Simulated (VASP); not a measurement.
# SnS (Pnma) in VASP: notebook

Aim: see how the results for SnS move with the level of theory and the settings. Levels: LDA, PBEsol, PBE. Tasks: single point.

Everything below comes from runs of VASP 6.6.1. Logs are shortened: lines on timing, memory, paths and dates and some standing lists are left out, and cuts for length are marked.

**The experiment to reproduce.**

From “Linear dichroism of the optical properties of SnS and SnSe van der Waals crystals”, 2024, arxiv:2409.17412, for a bulk crystal of SnS: band gap 1.09 eV (indirect) at 300 K; band gap 1.16 eV (indirect) at 20 K.

How close the calculation comes is told below.

## Step 1: The cell of the first run

The structure is orthorhombic, space group Pnma (No. 62). The conventional cell has a = 10.976 Å, b = 3.953 Å, c = 4.184 Å, α = 90.00°, β = 90.00°, γ = 90.00°. Sn (site symmetry m) has 6 S at 2.61 to 3.27 Å and 2 Sn at 3.38 Å within 3.4 Å. Within 3.4 Å of S (site symmetry m) lie 6 Sn at 2.61 to 3.27 Å.

## Step 2: Single point, LDA

File INCAR:

```
  PREC = Accurate
  ENCUT = 500
  EDIFF = 1E-6
  ISMEAR = -1
  SIGMA = 0.02
  LREAL = False
  LASPH = True
  NELM = 120
  ALGO = Normal
  ISIF = 2
  LWAVE = False
  LCHARG = False
  GGA = CA
  NBANDS = 50
  GGA_COMPAT = False
```

File KPOINTS:

```
regular mesh
0
Gamma
  4 8 6
```

File POSCAR:

```
SnS
1.0
   10.9759872109      0.0000000000      0.0000000000
    0.0000000000      3.9534076340      0.0000000000
    0.0000000000      0.0000000000      4.1839948082
Sn S
4 4
Direct
    0.1178647871      0.2500000000      0.1092312858
    0.3821352129      0.7500000000      0.6092312858
    0.6178647871      0.2500000000      0.3907687142
    0.8821352129      0.7500000000      0.8907687142
    0.8539381377      0.2500000000      0.4738952753
    0.6460618623      0.7500000000      0.9738952753
    0.3539381377      0.2500000000      0.0261047247
    0.1460618623      0.7500000000      0.5261047247
```

Potentials or basis: VASP PAW LDA potentials, release 64 (Sn_d, S).

Launch:

```bash
$ cat potpaw_LDA.64/Sn_d/POTCAR potpaw_LDA.64/S/POTCAR > POTCAR
$ mpirun -np 1 vasp_std > vasp.out
```

OUTCAR:

```text
PREC = Accurate
   ENCUT = 500
   EDIFF = 1E-6
   ISMEAR = -1
   LREAL = False
   LASPH = True
   NELM = 120
   ISIF = 2
   GGA = CA

 ion  position               nearest neighbor table
   1  0.118  0.250  0.109-   7 2.61   8 2.65   8 2.65   8 3.16   8 3.16   5 3.27   4 3.38   4 3.38

   2  0.382  0.750  0.609-   8 2.61   7 2.65   7 2.65   7 3.16   7 3.16   6 3.27   3 3.38   3 3.38

   3  0.618  0.250  0.391-   5 2.61   6 2.65   6 2.65   6 3.16   6 3.16   7 3.27   2 3.38   2 3.38

   4  0.882  0.750  0.891-   6 2.61   5 2.65   5 2.65   5 3.16   5 3.16   8 3.27   1 3.38   1 3.38

   5  0.854  0.250  0.474-   3 2.61   4 2.65   4 2.65   4 3.16   4 3.16   1 3.27
   6  0.646  0.750  0.974-   4 2.61   3 2.65   3 2.65   3 3.16   3 3.16   2 3.27
   7  0.354  0.250  0.026-   1 2.61   2 2.65   2 2.65   2 3.16   2 3.16   3 3.27
   8  0.146  0.750  0.526-   2 2.61   1 2.65   1 2.65   1 3.16   1 3.16   4 3.27

  LATTYP: Found a simple orthorhombic cell.
 ALAT       =     3.9534076340
 B/A-ratio  =     1.0583261823
 C/A-ratio  =     2.7763358163

  Lattice vectors:

 A1 = (   0.0000000000,   3.9534076340,   0.0000000000)
 A2 = (   0.0000000000,   0.0000000000,   4.1839948082)
 A3 = (  10.9759872109,   0.0000000000,   0.0000000000)

Analysis of symmetry for initial positions (statically):
=====================================================================
 Subroutine PRICEL returns:
 Original cell was already a primitive cell.

 Routine SETGRP: Setting up the symmetry group for a
 simple orthorhombic supercell.

 Subroutine GETGRP returns: Found  8 space group operations
 (whereof  2 operations were pure point group operations)
 out of a pool of  8 trial point group operations.

The static configuration has the point symmetry S_2 .
 The point group associated with its full space group is D_2h.

Analysis of symmetry for dynamics (positions and initial velocities):
=====================================================================
 Subroutine PRICEL returns:
 Original cell was already a primitive cell.

 Routine SETGRP: Setting up the symmetry group for a
 simple orthorhombic supercell.

 Subroutine GETGRP returns: Found  8 space group operations
 (whereof  2 operations were pure point group operations)
 out of a pool of  8 trial point group operations.

The dynamic configuration has the point symmetry S_2 .
 The point group associated with its full space group is D_2h.

 Subroutine INISYM returns: Found  8 space group operations
 (whereof  2 operations are pure point group operations),
 and found     1 'primitive' translations

----------------------------------------------------------------------------------------

                                     Primitive cell

  volume of cell :     181.5542

  direct lattice vectors                    reciprocal lattice vectors
    10.975987211  0.000000000  0.000000000     0.091107978  0.000000000  0.000000000
     0.000000000  3.953407634  0.000000000     0.000000000  0.252946342  0.000000000
     0.000000000  0.000000000  4.183994808     0.000000000  0.000000000  0.239006033

  length of vectors
    10.975987211  3.953407634  4.183994808     0.091107978  0.252946342  0.239006033

  position of ions in fractional coordinates (direct lattice)
     0.117864787  0.250000000  0.109231286
     0.382135213  0.750000000  0.609231286
     0.617864787  0.250000000  0.390768714
     0.882135213  0.750000000  0.890768714
     0.853938138  0.250000000  0.473895275
     0.646061862  0.750000000  0.973895275
     0.353938138  0.250000000  0.026104725
     0.146061862  0.750000000  0.526104725

  ion indices of the primitive-cell ions
   primitive index   ion index
                 1           1
                 2           2
                 3           3
                 4           4
                 5           5
                 6           6
                 7           7
                 8           8

----------------------------------------------------------------------------------------

 KPOINTS: regular mesh

Automatic generation of k-mesh.
 Grid dimensions read from file:
 generate k-points for:    4    8    6

 Generating k-lattice:

  Cartesian coordinates                     Fractional coordinates (reciprocal lattice)
     0.022776994  0.000000000  0.000000000     0.250000000  0.000000000  0.000000000
     0.000000000  0.031618293  0.000000000     0.000000000  0.125000000  0.000000000
     0.000000000  0.000000000  0.039834339     0.000000000  0.000000000  0.166666667

  Length of vectors
     0.022776994  0.031618293  0.039834339

  Shift w.r.t. Gamma in fractional coordinates (k-lattice)
     0.000000000  0.000000000  0.000000000

 Subroutine IBZKPT returns following result:
 ===========================================

 Found     60 irreducible k-points:

 Following reciprocal coordinates:
            Coordinates               Weight
  0.000000  0.000000  0.000000      1.000000
[... 50 lines left out ...]
  Thomas-Fermi vector in A             =   2.379972
   LORBIT       =      0    0 simple, 1 ext, 2 COOP (PROOUT), +10 PAW based schemes
   GGA     = CA    functional components
   LHFCALC =     F    Hartree Fock is set to
   AEXX    =    0.0000 exact exchange contribution
   IVDW    =     0    specifies the selected vdW correction
   LEPSILON=     F    determine dielectric tensor
   LRPA    =     F    only Hartree local field effects (RPA)
 non-spin polarized calculation
  energy-cutoff  :      500.00
  volume of cell :      181.55
 maximum number of plane-waves:      4648
   NGX = 41   NGY = 15   NGZ = 15

 number of electron      79.9999980 magnetization

 Free energy of the ion-electron system (eV)
  ---------------------------------------------------
  ext. energy  EPLUGINS =         0.00000000
  ---------------------------------------------------
  free energy    TOTEN  =       -40.50325833 eV

  energy without entropy =      -40.50325833  energy(sigma->0) =      -40.50325833

 E-fermi :   7.1349     XC(G=0): -10.4688

 val. band max:        6.8141707691   @ k =   0.5000   0.0000   0.5000
 cond. band min:       7.4382595853   @ k =   0.0000   0.0000   0.0000
 fundamental gap:      0.6240888163
 Fermi energy:         7.1348892179

 k-point     1 :       0.0000    0.0000    0.0000
  band No.  band energies     occupation
      1     -14.4848      2.00000
      2     -14.4551      2.00000
      3     -14.4527      2.00000
      4     -14.4423      2.00000
      5     -14.4409      2.00000
      6     -14.4400      2.00000
[... 42 lines left out ...]
     49      11.8449      0.00000
     50      12.0402      0.00000

 k-point     2 :       0.2500    0.0000    0.0000
  band No.  band energies     occupation
      1     -14.4819      2.00000
      2     -14.4632      2.00000
      3     -14.4503      2.00000
      4     -14.4438      2.00000
      5     -14.4405      2.00000
      6     -14.4368      2.00000
[... 42 lines left out ...]
     49      12.0073      0.00000
     50      12.0275      0.00000

 k-point     3 :       0.5000    0.0000    0.0000
  band No.  band energies     occupation
      1     -14.4740      2.00000
      2     -14.4740      2.00000
      3     -14.4472      2.00000
      4     -14.4472      2.00000
      5     -14.4388      2.00000
      6     -14.4388      2.00000
[... 42 lines left out ...]
     49      11.9166      0.00000
     50      11.9168      0.00000

 k-point     4 :       0.0000    0.1250    0.0000
  band No.  band energies     occupation
      1     -14.4782      2.00000
      2     -14.4500      2.00000
      3     -14.4494      2.00000
      4     -14.4451      2.00000
      5     -14.4425      2.00000
      6     -14.4419      2.00000
[... 999 lines left out ...]
 k-point    23 :       0.2500    0.2500    0.1667
  band No.  band energies     occupation
      1     -14.4643      2.00000
      2     -14.4576      2.00000
      3     -14.4530      2.00000
      4     -14.4495      2.00000
      5     -14.4432      2.00000
      6     -14.4394      2.00000
[... 42 lines left out ...]
     49      11.2441      0.00000
     50      11.6638      0.00000

 k-point    24 :       0.5000    0.2500    0.1667
  band No.  band energies     occupation
      1     -14.4615      2.00000
      2     -14.4615      2.00000
      3     -14.4511      2.00000
      4     -14.4511      2.00000
      5     -14.4403      2.00000
      6     -14.4403      2.00000
[... 42 lines left out ...]
     49      11.2509      0.00000
     50      11.2509      0.00000

 [... further k-points ...]

------------------------ aborting loop because EDIFF is reached ----------------------------------------

  FORCE on cell =-STRESS in cart. coord.  units (eV):
  Direction    XX          YY          ZZ          XY          YZ          ZX
  --------------------------------------------------------------------------------------
  -------------------------------------------------------------------------------------
  Total       -0.0031155      0.0144090      0.0500398      0.0000000      0.0000000      0.0000000
  in kB       -0.0274941      0.1271566      0.4415904      0.0000000      0.0000000      0.0000000
  external PRESSURE =       0.1804176 kB  Pullay stress =       0.0000000 kB

 VOLUME and BASIS-vectors are now :
 -----------------------------------------------------------------------------
  energy-cutoff  :      500.00
  volume of cell :      181.55
      direct lattice vectors                 reciprocal lattice vectors
    10.975987211  0.000000000  0.000000000     0.091107978  0.000000000  0.000000000
     0.000000000  3.953407634  0.000000000     0.000000000  0.252946342  0.000000000
     0.000000000  0.000000000  4.183994808     0.000000000  0.000000000  0.239006033

 POSITION                                       TOTAL-FORCE (eV/Angst)
 -----------------------------------------------------------------------------------
      1.29368      0.98835      0.45702        -0.017958      0.000000     -0.014205
      4.19431      2.96506      2.54902         0.017958      0.000000     -0.014205
      6.78168      0.98835      1.63497        -0.017958     -0.000000      0.014205
      9.68230      2.96506      3.72697         0.017958     -0.000000      0.014205
      9.37281      0.98835      1.98278         0.005197      0.000000     -0.011346
      7.09117      2.96506      4.07477        -0.005197      0.000000     -0.011346
      3.88482      0.98835      0.10922         0.005197      0.000000      0.011346
      1.60317      2.96506      2.20122        -0.005197      0.000000      0.011346
 -----------------------------------------------------------------------------------
    total drift:                               -0.000000     -0.000000     -0.000000

  FREE ENERGIE OF THE ION-ELECTRON SYSTEM (eV)
  ---------------------------------------------------
  free  energy   TOTEN  =       -40.5032583338 eV

  energy  without entropy=      -40.5032583320  energy(sigma->0) =      -40.50325833
```

Wall time 5.3 min (1 thread of AMD EPYC 7R13 (Zen 3), shared host); peak memory 0.43 GiB.

What came out:

| Property | Result |
| --- | --- |
| Free energy | -40.5033 eV |
| Pressure | 0.0 GPa |
| Largest force | 0.023 eV/Å |
| Band gap on the k mesh | 0.62 eV (least direct gap 1.03 eV) |

Forces on the atoms (eV/Å):
```
Sn  -0.018  0.000 -0.014
Sn   0.018  0.000 -0.014
Sn  -0.018  0.000  0.014
Sn   0.018  0.000  0.014
S    0.005  0.000 -0.011
S   -0.005  0.000 -0.011
S    0.005  0.000  0.011
S   -0.005  0.000  0.011
```

Caveat: spin-orbit coupling is left out, which moves the levels of the heavy elements.

## Step 3: Single point, PBEsol

This run uses another cell than the first one, of 23.38 Å³/atom.

File INCAR:

```
PREC = Accurate ; ENCUT = 500
EDIFF = 1E-6 ; ISMEAR = -1
SIGMA = 0.02 ; LREAL = False
LASPH = True ; NELM = 120
ALGO = Normal ; ISIF = 2
LWAVE = False ; LCHARG = True
GGA = PS ; LELF = True
LVHAR = True ; NBANDS = 50
GGA_COMPAT = False
```

File KPOINTS:

```
Automatic mesh
0
Gamma
  4 8 6
```

File POSCAR:

```
SnS
1.0
   11.0982758840      0.0000000000      0.0000000000
    0.0000000000      3.9848664833      0.0000000000
    0.0000000000      0.0000000000      4.2298776087
Sn S
4 4
Direct
    0.1185576017      0.2500000000      0.1102975558
    0.3814423983      0.7500000000      0.6102975558
    0.6185576017      0.2500000000      0.3897024442
    0.8814423983      0.7500000000      0.8897024442
    0.8533009700      0.2500000000      0.4744565291
    0.6466990300      0.7500000000      0.9744565291
    0.3533009700      0.2500000000      0.0255434709
    0.1466990300      0.7500000000      0.5255434709
```

Potentials or basis: VASP PAW PBE potentials, release 64 (Sn_d, S).

Launch:

```bash
$ cat potpaw_PBE.64/Sn_d/POTCAR potpaw_PBE.64/S/POTCAR > POTCAR
$ mpirun -np 1 vasp_std > vasp.out
```

Run time: 3.4 min. Hardware: 1 thread of Intel Xeon 6975P-C (Granite Rapids), shared host; peak memory 0.5 GiB.

It converged, with:

```yaml
Free_energy: -38.3880 eV
Pressure: 0.0 GPa
Largest_force: 0.010 eV/Å
Band_gap_on_the_k_mesh: 0.73 eV (least direct gap 1.08 eV)
```

Forces in eV/Å, atoms in the order of the input:
```
Sn  -0.006  0.000 -0.008
Sn   0.006  0.000 -0.008
Sn  -0.006  0.000  0.008
Sn   0.006  0.000  0.008
S    0.003  0.000 -0.004
S   -0.003  0.000 -0.004
S    0.003  0.000  0.004
S   -0.003  0.000  0.004
```

Levels at points of the mesh, in eV from the valence-band top:
| k point | band 36 | band 37 | band 38 | band 39 | band 40 | band 41 | band 42 | band 43 | band 44 | band 45 |
| --- | --- | --- | --- | --- | --- | --- | --- | --- | --- | --- |
| (0.00, 0.00, 0.00) | -2.21 | -1.99 | -1.30 | -0.81 | -0.67 | 0.73 | 2.96 | 3.00 | 3.11 | 3.44 |
| (0.50, 0.00, 0.00) | -2.43 | -2.24 | -2.24 | -0.70 | -0.70 | 2.61 | 2.61 | 2.77 | 2.77 | 4.08 |
| (0.00, 0.50, 0.00) | -2.06 | -1.04 | -1.04 | -0.77 | -0.77 | 1.10 | 1.10 | 1.72 | 1.72 | 1.97 |
| (0.50, 0.50, 0.00) | -2.43 | -1.00 | -1.00 | -1.00 | -1.00 | 1.58 | 1.58 | 1.58 | 1.58 | 2.43 |
| (0.00, 0.00, 0.50) | -1.82 | -0.95 | -0.95 | -0.09 | -0.09 | 1.41 | 1.41 | 1.86 | 1.86 | 1.89 |
| (0.50, 0.00, 0.50) | -2.17 | -0.72 | -0.72 | 0.00 | 0.00 | 1.29 | 1.29 | 1.81 | 1.81 | 1.91 |
| (0.00, 0.50, 0.50) | -3.52 | -2.57 | -2.57 | -1.59 | -1.59 | 2.74 | 2.74 | 3.01 | 3.01 | 4.53 |
| (0.50, 0.50, 0.50) | -4.11 | -1.77 | -1.77 | -1.77 | -1.77 | 2.54 | 2.54 | 2.54 | 2.54 | 4.68 |

Caveat: the PAW data sets were made with another functional, which shifts forces and pressure a little; spin-orbit coupling is left out, which moves the levels of the heavy elements.

## Step 4: Single point, PBE

This run uses another cell than the first one, of 25.64 Å³/atom.

File INCAR:

```
PREC = Accurate
ENCUT = 500
EDIFF = 1E-6
ISMEAR = -1
SIGMA = 0.02
LREAL = F
LASPH = T
NELM = 120
ALGO = Normal
ISIF = 2
LWAVE = F
LCHARG = T
GGA = PE
LELF = T
LVHAR = T
NBANDS = 50
GGA_COMPAT = F
```

File KPOINTS:

```
regular mesh
0
Gamma
  4 8 6
```

File POSCAR:

```
SnS
1.0
   11.4434434392      0.0000000000      0.0000000000
    0.0000000000      4.0220544649      0.0000000000
    0.0000000000      0.0000000000      4.4560632782
Sn S
4 4
Direct
    0.1214956513      0.2500000000      0.1302383976
    0.3785043487      0.7500000000      0.6302383976
    0.6214956513      0.2500000000      0.3697616024
    0.8785043487      0.7500000000      0.8697616024
    0.8499011439      0.2500000000      0.4772760494
    0.6500988561      0.7500000000      0.9772760494
    0.3499011439      0.2500000000      0.0227239506
    0.1500988561      0.7500000000      0.5227239506
```

Launch:

```bash
$ cat potpaw_PBE.64/Sn_d/POTCAR potpaw_PBE.64/S/POTCAR > POTCAR
$ mpirun -np 1 vasp_std > vasp.out
```

Wall time 7.6 min (1 thread of Intel Xeon Platinum 8175M at 2.50GHz (Skylake/Cascade Lake), shared host); peak memory 0.54 GiB.

It converged, with:

```yaml
Free_energy: -35.4620 eV
Pressure: -0.1 GPa
Largest_force: 0.004 eV/Å
Band_gap_on_the_k_mesh: 1.04 eV (least direct gap 1.33 eV)
```

Forces in eV/Å, atoms in the order of the input:
```
Sn   0.000  0.000 -0.004
Sn   0.000  0.000 -0.004
Sn   0.000  0.000  0.004
Sn   0.000  0.000  0.004
S    0.000  0.000 -0.003
S    0.000  0.000 -0.003
S    0.000  0.000  0.003
S    0.000  0.000  0.003
```

Levels at points of the mesh, in eV from the valence-band top:
| k point | band 38 | band 39 | band 40 | band 41 | band 42 | band 43 |
| --- | --- | --- | --- | --- | --- | --- |
| (0.00, 0.00, 0.00) | -0.99 | -0.60 | -0.34 | 1.21 | 3.07 | 3.07 |
| (0.50, 0.00, 0.00) | -1.83 | -0.43 | -0.43 | 2.73 | 2.73 | 2.84 |
| (0.00, 0.50, 0.00) | -0.83 | -0.80 | -0.80 | 1.50 | 1.50 | 1.64 |
| (0.50, 0.50, 0.00) | -0.92 | -0.92 | -0.92 | 1.75 | 1.75 | 1.75 |
| (0.00, 0.00, 0.50) | -0.76 | -0.01 | -0.01 | 1.66 | 1.66 | 2.08 |
| (0.50, 0.00, 0.50) | -0.58 | 0.00 | 0.00 | 1.65 | 1.65 | 2.09 |
| (0.00, 0.50, 0.50) | -2.07 | -1.16 | -1.16 | 2.94 | 2.94 | 3.11 |
| (0.50, 0.50, 0.50) | -1.40 | -1.40 | -1.40 | 2.85 | 2.85 | 2.85 |

Caveat: spin-orbit coupling is left out, which moves the levels of the heavy elements.

## Step 5: The runs side by side

```csv
level,potentials or basis,cell,gap on the mesh (eV),pressure (GPa),largest force (eV/Å)
LDA,"VASP PAW LDA potentials, release 64 (Sn_d, S)","a = 10.976, b = 3.953, c = 4.184 Å, 8 atoms, atomic positions A",0.62,0.0,0.02
PBEsol,"VASP PAW PBE potentials, release 64 (Sn_d, S)","a = 11.098, b = 3.985, c = 4.230 Å, 8 atoms, atomic positions B",0.73,0.0,0.01
PBE,"VASP PAW PBE potentials, release 64 (Sn_d, S)","a = 11.443, b = 4.022, c = 4.456 Å, 8 atoms, atomic positions C",1.04,-0.1,-
```

Alike in all rows: task single point; no spin polarisation; k mesh 4 × 8 × 6; cutoff (eV) 500; smearing fermi-dirac 0.02 eV.

Caveats: spin-orbit coupling is left out, which moves the levels of the heavy elements; the PAW data sets were made with another functional, which shifts forces and pressure a little (at least some runs).

Total energies depend on the potentials used, so only differences within one code and one set of settings carry meaning.

## Step 6: How close it comes

Step 2. A measured gap of SnS is 1.09 eV (indirect; 300 K; “Linear dichroism of the optical properties of SnS and SnSe van der Waals crystals”, 2024, arxiv:2409.17412); the calculated 0.62 eV misses it by -0.47 eV. 2 values of this kind are on record (1.09 to 1.16 eV); this one was drawn at random. Spin-orbit coupling on Sn is left out. The value is that of LDA on a finite k mesh, which can miss the band edges, without temperature or zero-point motion. Semilocal functionals fall short of measured gaps as a rule.

Step 3. Measured gap of SnS: 1.09 eV (indirect; 300 K; “Linear dichroism of the optical properties of SnS and SnSe van der Waals crystals”, 2024, arxiv:2409.17412). This calculation gives 0.73 eV (-0.36 eV). 2 values of this kind are on record (1.09 to 1.16 eV); this one was drawn at random. Spin-orbit coupling on Sn is left out. The value is that of PBEsol on a finite k mesh, which can miss the band edges, without temperature or zero-point motion. Semilocal functionals fall short of measured gaps as a rule.

Step 4. A measured gap of SnS is 1.16 eV (indirect; 20 K; “Linear dichroism of the optical properties of SnS and SnSe van der Waals crystals”, 2024, arxiv:2409.17412); the calculated 1.04 eV misses it by -0.12 eV. 2 values of this kind are on record (1.09 to 1.16 eV); this one was drawn at random. Spin-orbit coupling on Sn is left out. The value is that of PBE on a finite k mesh, which can miss the band edges, without temperature or zero-point motion. Semilocal functionals fall short of measured gaps as a rule.
